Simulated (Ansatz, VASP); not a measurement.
Sr: VASP beside Ansatz

```
CELL_PARAMETERS angstrom
0.00000 2.93638 2.93638
2.93638 0.00000 2.93638
2.93638 2.93638 0.00000
ATOMIC_POSITIONS crystal
Sr 0.00000 0.00000 0.00000
```

Change from the starting cell: volume scaled by 0.92, PAW files.

Alike in both runs: task single point; functional PBE; k mesh 12 × 12 × 12; occupations fermi-dirac, width 0.08 eV; no spin polarisation.

|  | VASP | Ansatz |
| --- | --- | --- |
| version | VASP 6.6.1 | Ansatz 0.2.0 |
| potentials or method | VASP PAW PBE potentials, release 64 (Sr_sv) | PAW with Ansatz's default frozen-core files, scalar-relativistic |
| plane-wave cutoff (eV) | 520 | 420 |
| valence electrons in the cell | 10 | 10 |

|  | VASP | Ansatz | Ansatz less VASP |
| --- | --- | --- | --- |
| pressure (GPa) | 1.1 | 1.1 | -0.01 |

The functional is the same, so the differences come from potentials, cutoffs and numerics.
